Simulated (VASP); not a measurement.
# ZnS (F-43m) in VASP: single point with HSE06

Aim: the single point of ZnS with HSE06.

All numbers are computed with VASP 6.6.1; they aren't measurements. Logs are shortened: lines on timing, memory, paths and dates and some standing lists are left out, and cuts for length are marked.

### 1 The cell of the first run

Symmetry: F-43m, No. 216, cubic system. Conventional cell: a = 5.444 Å, b = 5.444 Å, c = 5.444 Å, α = 90.00°, β = 90.00°, γ = 90.00°. Zn (site symmetry -43m) has 4 S at 2.36 Å within 3.1 Å. Within 3.1 Å of S (site symmetry -43m) lie 4 Zn at 2.36 Å.

### 2 Single point, HSE06

POSCAR

```
ZnS
1.0
    0.0000000000      2.7217879845      2.7217879845
    2.7217879845      0.0000000000      2.7217879845
    2.7217879845      2.7217879845      0.0000000000
Zn S
1 1
Direct
    0.0000000000      0.0000000000      0.0000000000
    0.7500000000      0.7500000000      0.7500000000
```

INCAR.step1

```
SYSTEM = ZnS
PREC = Accurate ; ENCUT = 520
EDIFF = 1E-5 ; ISMEAR = 0
SIGMA = 0.01 ; LREAL = .False.
LASPH = .True. ; NELM = 100
ALGO = Normal ; ISIF = 2
LWAVE = .True. ; LCHARG = .False.
GGA = PE ; NBANDS = 16
LUSENCCL = .False.
```

INCAR.step2

```
SYSTEM = ZnS
PREC = Accurate ; ENCUT = 520
EDIFF = 1E-6 ; ISMEAR = 0
SIGMA = 0.01 ; LREAL = .False.
LASPH = .True. ; NELM = 100
ALGO = Normal ; ISIF = 2
LWAVE = .False. ; LCHARG = .False.
GGA = PE ; LHFCALC = .True.
HFSCREEN = 0.2079 ; PRECFOCK = Normal
ISTART = 1 ; NBANDS = 16
LUSENCCL = .False.
```

KPOINTS

```
regular mesh
0
Gamma
  6 6 6
  0 0 0
```

Potentials or basis: VASP PAW PBE potentials, release 64 (Zn, S).

Launch:

```bash
$ cat potpaw_PBE.64/Zn/POTCAR potpaw_PBE.64/S/POTCAR > POTCAR
$ cp INCAR.step1 INCAR
$ mpirun -np 1 vasp_std > vasp.out
$ cp INCAR.step2 INCAR
$ mpirun -np 1 vasp_std > vasp.out
```

OUTCAR:

```text
SYSTEM = ZnS
   PREC = Accurate
   ENCUT = 520
   EDIFF = 1E-6
   ISMEAR = 0
   LREAL = .False.
   LASPH = .True.
   NELM = 100
   ISIF = 2
   GGA = PE
   LHFCALC = .True.
   HFSCREEN = 0.2079
   PRECFOCK = Normal
   ISTART = 1

 ion  position               nearest neighbor table
   1  0.000  0.000  0.000-   2 2.36   2 2.36   2 2.36   2 2.36
   2  0.750  0.750  0.750-   1 2.36   1 2.36   1 2.36   1 2.36

  LATTYP: Found a face centered cubic cell.
 ALAT       =     5.4435759690

  Lattice vectors:

 A1 = (   0.0000000000,   2.7217879845,   2.7217879845)
 A2 = (   2.7217879845,   0.0000000000,   2.7217879845)
 A3 = (   2.7217879845,   2.7217879845,   0.0000000000)

Analysis of symmetry for initial positions (statically):
=====================================================================
 Subroutine PRICEL returns:
 Original cell was already a primitive cell.

 Routine SETGRP: Setting up the symmetry group for a
 face centered cubic supercell.

 Subroutine GETGRP returns: Found 24 space group operations
 (whereof 24 operations were pure point group operations)
 out of a pool of 48 trial point group operations.

The static configuration has the point symmetry T_d .

Analysis of symmetry for dynamics (positions and initial velocities):
=====================================================================
 Subroutine PRICEL returns:
 Original cell was already a primitive cell.

 Routine SETGRP: Setting up the symmetry group for a
 face centered cubic supercell.

 Subroutine GETGRP returns: Found 24 space group operations
 (whereof 24 operations were pure point group operations)
 out of a pool of 48 trial point group operations.

The dynamic configuration has the point symmetry T_d .

 Subroutine INISYM returns: Found 24 space group operations
 (whereof 24 operations are pure point group operations),
 and found     1 'primitive' translations

----------------------------------------------------------------------------------------

                                     Primitive cell

  volume of cell :      40.3267

  direct lattice vectors                    reciprocal lattice vectors
     0.000000000  2.721787985  2.721787985    -0.183702773  0.183702773  0.183702773
     2.721787985  0.000000000  2.721787985     0.183702773 -0.183702773  0.183702773
     2.721787985  2.721787985  0.000000000     0.183702773  0.183702773 -0.183702773

  length of vectors
[... 81 lines left out ...]
   POTIM  = 0.5000    time-step for ionic-motion
   TEBEG  =    0.0;   TEEND  =   0.0 temperature during run
   PSTRESS=    0.0 pullay stress
   NELECT =      18.0000    total number of electrons
   NUPDOWN=      -1.0000    fix difference up-down
   EMIN   =  10.00;   EMAX   =-10.00  energy-range for DOS
   EFERMI =   0.00;   METHOD = LEGACY
   ISMEAR =     0;   SIGMA  =   0.01  broadening in eV -4-tet -1-fermi 0-gaus
   EFERMI_NEDOS =   21; number of points for ismear=-14 and -15
   IALGO  =     38    algorithm
   IMIX   =      1    mixing-type and parameters
     AMIX     =   0.40;   BMIX     =  1.00
     AMIX_MAG =   1.60;   BMIX_MAG =  1.00
  volume/ion in A,a.u.               =      20.16       136.07
  Fermi-wavevector in a.u.,A,eV,Ry     =   1.251127  2.364287 21.297453  1.565319
  Thomas-Fermi vector in A             =   2.385089
   LORBIT       =      0    0 simple, 1 ext, 2 COOP (PROOUT), +10 PAW based schemes
   GGA     = PE    functional components
   LHFCALC =     T    Hartree Fock is set to
   PRECFOCK=normal    Normal, Fast or Accurate (Low or Medium for compatibility)
   ENCUT4O =  -1.0   cutoff for four orbital integrals eV
   NKREDX  =     1    reduce k-point grid by
   NKREDY  =     1    reduce k-point grid by
   NKREDZ  =     1    reduce k-point grid by
   AEXX    =    0.2500 exact exchange contribution
   HFSCREEN=    0.2079 screening length (either q_TF or 0.3 A-1)
   HFSCREENC=   0.2079 screening length for correlation (either q_TF or 0.3 A-1)
   ENCUTFOCK=  -1.0 apply spherical cutoff to Coloumb kernel
   IVDW    =     0    specifies the selected vdW correction
   LEPSILON=     F    determine dielectric tensor
   LRPA    =     F    only Hartree local field effects (RPA)
 non-spin polarized calculation
 Gauss-broadening in eV      SIGMA  =   0.01
  energy-cutoff  :      520.00
  volume of cell :       40.33
 maximum number of plane-waves:      1106
 NGX is ok and might be reduce to    30
  NGX = 24; NGY = 24; NGZ = 24

 number of electron      18.0000008 magnetization

 Free energy of the ion-electron system (eV)
  ---------------------------------------------------
  ext. energy  EPLUGINS =         0.00000000
  ---------------------------------------------------
  free energy    TOTEN  =        -8.37297872 eV

  energy without entropy =       -8.37297872  energy(sigma->0) =       -8.37297872

 E-fermi :   1.3286     XC(G=0):  -7.8916

 val. band max:        1.1868241646   @ k =   0.0000   0.0000   0.0000
 cond. band min:       4.4074307828   @ k =   0.0000   0.0000   0.0000
 fundamental gap:      3.2206066182
 Fermi energy:         1.3286417997

 k-point     1 :       0.0000    0.0000    0.0000
  band No.  band energies     occupation
      1     -12.9789      2.00000
      2      -6.5901      2.00000
      3      -6.5901      2.00000
      4      -6.5901      2.00000
      5      -6.1695      2.00000
      6      -6.1695      2.00000
[... 281 lines left out ...]
      3      -6.3511      2.00000
      4      -6.2530      2.00000
      5      -6.1458      2.00000
      6      -5.7872      2.00000
[... 8 lines left out ...]
     15      16.6947      0.00000
     16      17.4542      0.00000

------------------------ aborting loop because EDIFF is reached ----------------------------------------

  FORCE on cell =-STRESS in cart. coord.  units (eV):
  Direction    XX          YY          ZZ          XY          YZ          ZX
  --------------------------------------------------------------------------------------
  -------------------------------------------------------------------------------------
  Total       -0.1890121     -0.1890121     -0.1890121     -0.0000000      0.0000000     -0.0000000
  in kB       -7.5094342     -7.5094342     -7.5094342     -0.0000000      0.0000000     -0.0000000
  external PRESSURE =      -7.5094342 kB  Pullay stress =       0.0000000 kB

 VOLUME and BASIS-vectors are now :
 -----------------------------------------------------------------------------
  energy-cutoff  :      520.00
  volume of cell :       40.33
      direct lattice vectors                 reciprocal lattice vectors
     0.000000000  2.721787985  2.721787985    -0.183702773  0.183702773  0.183702773
     2.721787985  0.000000000  2.721787985     0.183702773 -0.183702773  0.183702773
     2.721787985  2.721787985  0.000000000     0.183702773  0.183702773 -0.183702773

 POSITION                                       TOTAL-FORCE (eV/Angst)
 -----------------------------------------------------------------------------------
      0.00000      0.00000      0.00000        -0.000000     -0.000000     -0.000000
      4.08268      4.08268      4.08268         0.000000      0.000000      0.000000
 -----------------------------------------------------------------------------------
    total drift:                               -0.000137     -0.000095     -0.000068

  FREE ENERGIE OF THE ION-ELECTRON SYSTEM (eV)
  ---------------------------------------------------
  free  energy   TOTEN  =        -8.3729787211 eV

  energy  without entropy=       -8.3729787211  energy(sigma->0) =       -8.37297872
```

OSZICAR.step1:

```text
N       E                     dE             d eps       ncg     rms          rms(c)
DAV:   1     0.900708144358E+02    0.90071E+02   -0.91432E+03   512   0.137E+03
DAV:   2    -0.122767905745E+01   -0.91298E+02   -0.84694E+02   592   0.264E+02
DAV:   3    -0.721138784957E+01   -0.59837E+01   -0.59621E+01   672   0.646E+01
DAV:   4    -0.727707130730E+01   -0.65683E-01   -0.65673E-01   600   0.718E+00
DAV:   5    -0.727792970790E+01   -0.85840E-03   -0.85838E-03   672   0.754E-01    0.660E+00
DAV:   6    -0.686955819092E+01    0.40837E+00   -0.73638E-01   760   0.295E+01    0.518E+00
DAV:   7    -0.684980177317E+01    0.19756E-01   -0.24272E-01   584   0.438E+00    0.264E+00
DAV:   8    -0.684911619418E+01    0.68558E-03   -0.49592E-03   656   0.798E-01    0.688E-01
DAV:   9    -0.684939037073E+01   -0.27418E-03   -0.12274E-03   616   0.282E-01    0.102E-01
DAV:  10    -0.684956743646E+01   -0.17707E-03   -0.23374E-04   608   0.145E-01    0.547E-02
DAV:  11    -0.684955890754E+01    0.85289E-05   -0.37756E-05   608   0.915E-02
   1 F= -.68495589E+01 E0= -.68495589E+01  d E =-.559498E-85
```

Run time: 30 min. Hardware: 1 × NVIDIA H100 80GB with 1 thread of AMD EPYC 7R13 (Zen 3), shared host; peak memory 1.2 GiB.

What came out:

```
Free energy            : -8.3730 eV
Pressure               : -0.8 GPa
Band gap on the k mesh : 3.22 eV
```

Levels at points of the mesh, in eV from the valence-band top:
```tsv
k point	band 5	band 6	band 7	band 8	band 9	band 10	band 11	band 12	band 13	band 14
(0.00, 0.00, 0.00)	-7.36	-7.36	0.00	0.00	0.00	3.22	7.69	7.69	7.69	13.15
(0.50, 0.00, 0.00)	-7.33	-7.13	-5.45	-0.88	-0.88	4.49	8.18	8.18	10.12	13.50
(0.50, 0.50, 0.00)	-7.29	-7.09	-4.88	-2.27	-2.27	4.42	5.25	12.38	13.53	13.53
```

Caveat: the PAW data sets were made with another functional, which shifts forces and pressure a little.
